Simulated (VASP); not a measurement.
# Ge (Imma) in VASP: single point with PBE

Aim: the single point of Ge with PBE.

Program: VASP 6.6.1. These are calculated values, not measurements. Logs are shortened: lines on timing, memory, paths and dates and some standing lists are left out, and cuts for length are marked.

## 1. The cell of the first run

The typed cell holds 24 atoms: a = 7.893 Å, b = 7.893 Å, c = 8.541 Å, α = 68.86°, β = 68.86°, γ = 82.49°.

## 2. Single point, PBE

INCAR

```
PREC = Accurate
ENCUT = 520
EDIFF = 1E-7
ISMEAR = -1
SIGMA = 0.1034
LREAL = Auto
LASPH = T
NELM = 60
ALGO = Normal
ISIF = 2
LWAVE = F
LCHARG = F
GGA = PE
NBANDS = 186
```

KPOINTS

```
Automatic mesh
0
Gamma
  2 2 2
  0.5 0.5 0.5
```

POSCAR

```
Ge
1.0
    5.2039216022      5.2078473328      2.8468665482
   -5.2039216022      5.2078473328      2.8468665482
    0.0000000000      0.0000000000      8.5405996447
Ge
24
Direct
    0.1250000000      0.6250000000      0.2084962546
    0.1250000000      0.1250000000      0.2084962546
    0.1250000000      0.6250000000      0.5418295879
    0.6250000000      0.6250000000      0.2084962546
    0.1250000000      0.1250000000      0.5418295879
    0.6250000000      0.1250000000      0.2084962546
    0.1250000000      0.6250000000      0.8751629212
    0.6250000000      0.6250000000      0.5418295879
    0.1250000000      0.1250000000      0.8751629212
    0.6250000000      0.1250000000      0.5418295879
    0.6250000000      0.6250000000      0.8751629212
    0.6250000000      0.1250000000      0.8751629212
    0.3750000000      0.3750000000      0.7915037454
    0.3750000000      0.8750000000      0.7915037454
    0.3750000000      0.3750000000      0.1248370788
    0.8750000000      0.3750000000      0.7915037454
    0.3750000000      0.8750000000      0.1248370788
    0.8750000000      0.8750000000      0.7915037454
    0.3750000000      0.3750000000      0.4581704121
    0.8750000000      0.3750000000      0.1248370788
    0.3750000000      0.8750000000      0.4581704121
    0.8750000000      0.8750000000      0.1248370788
    0.8750000000      0.3750000000      0.4581704121
    0.8750000000      0.8750000000      0.4581704121
```

Potentials or basis: VASP PAW PBE potentials, release 64 (Ge_d).

Run with:

```console
cat potpaw_PBE.64/Ge_d/POTCAR > POTCAR
mpirun -np 1 vasp_std > vasp.out
```

OUTCAR:

```text
PREC = Accurate
   ENCUT = 520
   EDIFF = 1E-7
   ISMEAR = -1
   LREAL = Auto
   LASPH = T
   NELM = 60
   ISIF = 2
   GGA = PE

 ion  position               nearest neighbor table
   1  0.125  0.625  0.208-  15 2.70  22 2.70  23 2.70  17 2.70   3 2.85   7 2.85
   2  0.125  0.125  0.208-  17 2.70  20 2.70  24 2.70  15 2.70   5 2.85   9 2.85
   3  0.125  0.625  0.542-  19 2.70  24 2.70  16 2.70  21 2.70   1 2.85   7 2.85
   4  0.625  0.625  0.208-  17 2.70  20 2.70  19 2.70  22 2.70   8 2.85  11 2.85
   5  0.125  0.125  0.542-  21 2.70  23 2.70  18 2.70  19 2.70   2 2.85   9 2.85
   6  0.625  0.125  0.208-  15 2.70  22 2.70  21 2.70  20 2.70  10 2.85  12 2.85
[... 16 lines left out ...]
  23  0.875  0.375  0.458-   5 2.70   8 2.70   1 2.70  10 2.70  16 2.85  20 2.85
  24  0.875  0.875  0.458-   3 2.70  10 2.70   2 2.70   8 2.70  18 2.85  22 2.85

  LATTYP: Found a base centered monoclinic cell.
 ALAT       =    11.8703534884
 B/A-ratio  =     0.8767930302
 C/A-ratio  =     0.7194899169
 COS(beta)  =    -0.4796599446

  Lattice vectors:

 A1 = (  -5.2039216022,  -5.2078473328,  -2.8468665482)
 A2 = (   5.2039216022,  -5.2078473328,  -2.8468665482)
 A3 = (   0.0000000000,   0.0000000000,   8.5405996447)

Analysis of symmetry for initial positions (statically):
=====================================================================
 Subroutine PRICEL returns following result:

  LATTYP: Found a body centered orthorhombic cell.
 ALAT       =     2.8468665479
 B/A-ratio  =     1.8279471533
 C/A-ratio  =     1.8293261188

  Lattice vectors:

 A1 = (  -2.6019608011,  -2.6039236664,  -1.4234332741)
 A2 = (   2.6019608011,  -2.6039236664,   1.4234332738)
 A3 = (  -2.6019608011,   2.6039236664,   1.4234332741)

  12 primitive cells build up your supercell.

 Routine SETGRP: Setting up the symmetry group for a
 base centered monoclinic supercell.

 Subroutine GETGRP returns: Found  4 space group operations
 (whereof  4 operations were pure point group operations)
 out of a pool of  4 trial point group operations.

The static configuration has the point symmetry C_2h.

Analysis of symmetry for dynamics (positions and initial velocities):
=====================================================================
 Subroutine PRICEL returns following result:

  LATTYP: Found a body centered orthorhombic cell.
 ALAT       =     2.8468665479
 B/A-ratio  =     1.8279471533
 C/A-ratio  =     1.8293261188

  Lattice vectors:

 A1 = (  -2.6019608011,  -2.6039236664,  -1.4234332741)
 A2 = (   2.6019608011,  -2.6039236664,   1.4234332738)
 A3 = (  -2.6019608011,   2.6039236664,   1.4234332741)

  12 primitive cells build up your supercell.

 Routine SETGRP: Setting up the symmetry group for a
 base centered monoclinic supercell.

 Subroutine GETGRP returns: Found  4 space group operations
 (whereof  4 operations were pure point group operations)
 out of a pool of  4 trial point group operations.

The dynamic configuration has the point symmetry C_2h.

 Subroutine INISYM returns: Found  4 space group operations
 (whereof  4 operations are pure point group operations),
 and found    12 'primitive' translations

----------------------------------------------------------------------------------------

                                     Primitive cell

  volume of cell :      38.5768

  direct lattice vectors                    reciprocal lattice vectors
    -2.601960801 -2.603923666 -1.423433274    -0.192162772 -0.192017918  0.000000000
     2.601960801 -2.603923666  1.423433274     0.000000000 -0.192017918  0.351263392
    -2.601960801  2.603923666  1.423433274    -0.192162772 -0.000000000  0.351263392

  length of vectors
     3.946743057  3.946743057  3.946743057     0.271656790  0.400320935  0.400390436

  position of ions in fractional coordinates (direct lattice)
     0.750000000  0.625488764  0.875488764
     0.250000000  0.374511236  0.124511236

  ion indices of the primitive-cell ions
   primitive index   ion index
                 1           1
                 2          17

----------------------------------------------------------------------------------------

 KPOINTS: Automatic mesh

Automatic generation of k-mesh.
 Grid dimensions read from file:
 generate k-points for:    2    2    2

 Generating k-lattice:

  Cartesian coordinates                     Fractional coordinates (reciprocal lattice)
     0.048040693  0.048004479  0.000000000     0.500000000  0.000000000  0.000000000
    -0.048040693  0.048004479  0.000000000     0.000000000  0.500000000  0.000000000
     0.000000000 -0.032002986  0.058543899    -0.000000000 -0.000000000  0.500000000

  Length of vectors
     0.067914198  0.067914198  0.066720156

  Shift w.r.t. Gamma in fractional coordinates (k-lattice)
     0.500000000  0.500000000  0.500000000

 Subroutine IBZKPT returns following result:
 ===========================================

 Found      3 irreducible k-points:

 Following reciprocal coordinates:
            Coordinates               Weight
  0.250000  0.250000  0.250000      2.000000
 -0.250000  0.250000  0.250000      4.000000
 -0.250000 -0.250000  0.250000      2.000000
   k-points           NKPTS =      3   k-points in BZ     NKDIM =      3   number of bands    NBANDS=    186
   number of dos      NEDOS =    301   number of ions     NIONS =     24
   total plane-waves  NPLWV = 230400
   dimension x,y,z NGX =    60 NGY =   60 NGZ =   64
   dimension x,y,z NGXF=   120 NGYF=  120 NGZF=  128
   ions per type =              24
   NGX,Y,Z   is equivalent  to a cutoff of  12.64, 12.64, 12.46 a.u.
   NGXF,Y,Z  is equivalent  to a cutoff of  25.27, 25.27, 24.92 a.u.
 SYSTEM =  unknown system
   PREC   = accura    normal or accurate (medium, high low for compatibility)
   ISTART =      0    job   : 0-new  1-cont  2-samecut
   ICHARG =      2    charge: 1-file 2-atom 10-const
   ISPIN  =      1    spin polarized calculation?
   LNONCOLLINEAR =      F non collinear calculations
   LSORBIT =      F    spin-orbit coupling
   LASPH  =      T    aspherical Exc in radial PAW
   ENCUT  =  520.0 eV  38.22 Ry    6.18 a.u.  14.68 14.68 15.88*2*pi/ulx,y,z
   NELM   =     60;   NELMIN=  2; NELMDL= -5     # of ELM steps
   EDIFF  = 0.1E-06   stopping-criterion for ELM
   LREAL  =      T    real-space projection
   EDIFFG = 0.1E-05   stopping-criterion for IOM
   NSW    =      0    number of steps for IOM
   IBRION =     -1    ionic relax: 0-MD 1-quasi-New 2-CG
   NFREE  =      0    steps in history (QN), initial steepest desc. (CG)
   ISIF   =      2    stress and relaxation
   ISYM   =      2    0-nonsym 1-usesym 2-fastsym
   POTIM  = 0.5000    time-step for ionic-motion
   TEBEG  =    0.0;   TEEND  =   0.0 temperature during run
   PSTRESS=    0.0 pullay stress
   NELECT =     336.0000    total number of electrons
   NUPDOWN=      -1.0000    fix difference up-down
   EMIN   =  10.00;   EMAX   =-10.00  energy-range for DOS
   EFERMI =   0.00;   METHOD = LEGACY
   ISMEAR =    -1;   SIGMA  =   0.10  broadening in eV -4-tet -1-fermi 0-gaus
   EFERMI_NEDOS =   21; number of points for ismear=-14 and -15
   IALGO  =     38    algorithm
   IMIX   =      4    mixing-type and parameters
     AMIX     =   0.40;   BMIX     =  1.00
     AMIX_MAG =   1.60;   BMIX_MAG =  1.00
  volume/ion in A,a.u.               =      19.29       130.16
  Fermi-wavevector in a.u.,A,eV,Ry     =   1.471247  2.780253 29.450716  2.164567
  Thomas-Fermi vector in A             =   2.586406
   LORBIT       =      0    0 simple, 1 ext, 2 COOP (PROOUT), +10 PAW based schemes
   GGA     = PE    functional components
   LHFCALC =     F    Hartree Fock is set to
   AEXX    =    0.0000 exact exchange contribution
   IVDW    =     0    specifies the selected vdW correction
   LEPSILON=     F    determine dielectric tensor
   LRPA    =     F    only Hartree local field effects (RPA)
 non-spin polarized calculation
  energy-cutoff  :      520.00
  volume of cell :      462.92
 maximum number of plane-waves:     12504
 NGX is ok and might be reduce to    60
   NGX = 29   NGY = 29   NGZ = 31

 number of electron     336.0000227 magnetization

 Free energy of the ion-electron system (eV)
  ---------------------------------------------------
  ext. energy  EPLUGINS =         0.00000000
  ---------------------------------------------------
  free energy    TOTEN  =      -103.15503035 eV

  energy without entropy =     -102.83351451  energy(sigma->0) =     -102.99427243

 E-fermi :   6.3177     XC(G=0): -11.1183

 val. band max:        6.2261402128   @ k =  -0.2500  -0.2500   0.2500
 cond. band min:       6.3365514259   @ k =  -0.2500  -0.2500   0.2500
 fundamental gap:      0.1104112131
 Fermi energy:         6.3176591742

 k-point     1 :       0.2500    0.2500    0.2500
  band No.  band energies     occupation
      1     -18.3722      2.00000
      2     -18.3478      2.00000
      3     -18.3363      2.00000
      4     -18.3333      2.00000
      5     -18.3333      2.00000
      6     -18.3323      2.00000
[... 172 lines left out ...]
    179       8.7415      0.00000
    180       8.7415      0.00000

 k-point     2 :      -0.2500    0.2500    0.2500
  band No.  band energies     occupation
      1     -18.3623      2.00000
      2     -18.3498      2.00000
      3     -18.3494      2.00000
      4     -18.3493      2.00000
      5     -18.3407      2.00000
      6     -18.3390      2.00000
[... 172 lines left out ...]
    179       8.0180      0.00000
    180       8.0831      0.00000

 k-point     3 :      -0.2500   -0.2500    0.2500
  band No.  band energies     occupation
      1     -18.3679      2.00000
      2     -18.3567      2.00000
      3     -18.3431      2.00000
      4     -18.3381      2.00000
      5     -18.3368      2.00000
      6     -18.3368      2.00000
[... 172 lines left out ...]
    179       9.0470      0.00000
    180       9.0486      0.00000
 [bands above 180 left out]

------------------------ aborting loop because EDIFF is reached ----------------------------------------

  FORCE on cell =-STRESS in cart. coord.  units (eV):
  Direction    XX          YY          ZZ          XY          YZ          ZX
  --------------------------------------------------------------------------------------
  -------------------------------------------------------------------------------------
  Total      -17.2367905     -0.9879175     14.1382063      0.0000000     -3.1841455      0.0000000
  in kB      -59.6567563     -3.4191953     48.9325161      0.0000000    -11.0203690      0.0000000
  external PRESSURE =      -4.7144785 kB  Pullay stress =       0.0000000 kB

 VOLUME and BASIS-vectors are now :
 -----------------------------------------------------------------------------
  energy-cutoff  :      520.00
  volume of cell :      462.92
      direct lattice vectors                 reciprocal lattice vectors
     5.203921602  5.207847333  2.846866548     0.096081386  0.096008959  0.000000000
    -5.203921602  5.207847333  2.846866548    -0.096081386  0.096008959  0.000000000
     0.000000000  0.000000000  8.540599645     0.000000000 -0.064005973  0.117087797

 POSITION                                       TOTAL-FORCE (eV/Angst)
 -----------------------------------------------------------------------------------
     -2.60196      3.90589      3.91583         0.000000      0.067470      0.046627
      0.00000      1.30196      2.49240         0.000000      0.067470      0.046627
     -2.60196      3.90589      6.76270         0.000000      0.067470      0.046627
      0.00000      6.50981      5.33927         0.000000      0.067470      0.046627
      0.00000      1.30196      5.33927         0.000000      0.067470      0.046627
      2.60196      3.90589      3.91583         0.000000      0.067470      0.046627
[... 16 lines left out ...]
      2.60196      6.50981      7.47163         0.000000     -0.067470     -0.046627
      0.00000      9.11373      8.89507         0.000000     -0.067470     -0.046627
 -----------------------------------------------------------------------------------
    total drift:                                0.000000     -0.000000      0.000000

  FREE ENERGIE OF THE ION-ELECTRON SYSTEM (eV)
  ---------------------------------------------------
  free  energy   TOTEN  =      -103.1550303511 eV

  energy  without entropy=     -102.8335145100  energy(sigma->0) =     -102.99427243
```

Wall time 8.8 min (1 thread of Intel Xeon Platinum 8375C at 2.90GHz (Ice Lake), shared host); peak memory 0.57 GiB.

Results:

| Quantity | Value |
| --- | --- |
| Free energy | -103.1550 eV |
| Pressure | -0.5 GPa |
| Largest force | 0.082 eV/Å |
| Band gap on the k mesh | zero (filled and empty bands touch) |

Forces in eV/Å, atoms in the order of the input:
```
Ge   0.000  0.067  0.047
Ge   0.000  0.067  0.047
Ge   0.000  0.067  0.047
Ge   0.000  0.067  0.047
Ge   0.000  0.067  0.047
Ge   0.000  0.067  0.047
Ge   0.000  0.067  0.047
Ge   0.000  0.067  0.047
Ge   0.000  0.067  0.047
Ge   0.000  0.067  0.047
Ge   0.000  0.067  0.047
Ge   0.000  0.067  0.047
Ge   0.000 -0.067 -0.047
Ge   0.000 -0.067 -0.047
Ge   0.000 -0.067 -0.047
Ge   0.000 -0.067 -0.047
Ge   0.000 -0.067 -0.047
Ge   0.000 -0.067 -0.047
Ge   0.000 -0.067 -0.047
Ge   0.000 -0.067 -0.047
Ge   0.000 -0.067 -0.047
Ge   0.000 -0.067 -0.047
Ge   0.000 -0.067 -0.047
Ge   0.000 -0.067 -0.047
```

Caveat: the k points lie up to 0.43 Å⁻¹ apart; semilocal functionals underestimate gaps, so a narrow gap can read as zero.
